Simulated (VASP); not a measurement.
The system is BiBO.

```
B Bi O
1.0
     4.29309    0.00000    0.00000
     0.00000    5.82736    0.00000
     0.00000    0.00000    3.88550
B Bi O
2 2 2
Direct
  0.00000 0.00000 0.82388
  0.50000 0.50000 0.17612
  0.00000 0.50000 0.84502
  0.50000 0.00000 0.15498
  0.00000 0.00000 0.38390
  0.50000 0.50000 0.61610
```

The cell was generated, and may not be a known phase.

* Program: VASP 6.6.1
* Task: relaxation of cell and atoms
* Functional: PBE
* Potentials or basis: VASP PAW PBE potentials, release 64 (B, Bi_d, O)
* Cutoff: 600 eV
* k mesh: 4 × 4 × 4
* Occupations: gaussian, width 0.1 eV
* Spin: no spin polarisation

At the start: pressure -0.2 GPa; volume 16.20 Å³/atom.

**Question.** Where does the relaxation end?

**Answer.** Over 48 steps the energy falls by 912.5 meV/atom and the volume is 17.94 Å³/atom (+10.7 %); space group Pmmn (No. 59, to 0.1 Å) before and after.

The path:
```csv
step,energy change (eV),largest force (eV/Å),pressure (GPa),volume (Å³)
1,0.0000,4.9612,-0.22,97.21
3,-3.7622,0.8190,6.57,96.79
5,-4.2699,0.6778,-1.13,107.21
7,-4.2970,0.9464,-5.06,115.87
9,-4.5510,3.0361,1.46,112.05
11,-4.6222,2.8593,1.18,112.12
13,-5.1058,2.7926,1.23,112.09
15,-5.1539,3.2379,2.75,111.37
17,-5.2989,0.2519,-1.61,112.03
19,-5.3572,0.1648,-1.09,110.70
21,-5.4198,0.4813,2.68,104.59
23,-5.4423,0.7135,-0.19,107.15
25,-5.4517,0.3450,0.13,107.43
27,-5.4611,0.1071,-0.32,108.87
29,-5.4645,0.1660,-0.32,108.36
31,-5.4653,0.1140,-0.18,108.06
33,-5.4655,0.0653,0.05,107.90
35,-5.4664,0.0587,0.05,107.80
37,-5.4691,0.0632,0.12,107.34
39,-5.4705,0.0714,0.33,106.70
41,-5.4716,0.0816,0.37,106.79
43,-5.4725,0.2428,-0.59,107.79
45,-5.4740,0.0638,-0.10,107.47
47,-5.4744,0.0686,-0.06,107.55
48,-5.4749,0.0315,-0.14,107.61
```

Final structure:
```
CELL_PARAMETERS angstrom
4.01572 0.00000 0.00000
0.00000 5.43384 0.00000
0.00000 0.00000 4.93162
ATOMIC_POSITIONS crystal
B 0.00000 0.00000 0.71916
B 0.50000 0.50000 0.28084
Bi 0.00000 0.50000 0.93714
Bi 0.50000 0.00000 0.06286
O 0.00000 0.00000 0.46181
O 0.50000 0.50000 0.53819
```

Caveat: the k points lie up to 0.39 Å⁻¹ apart in the final cell, too coarse for converged energies and pressures of a metal; a cell axis changed by over 15 % at a fixed basis, so the end point is rough.
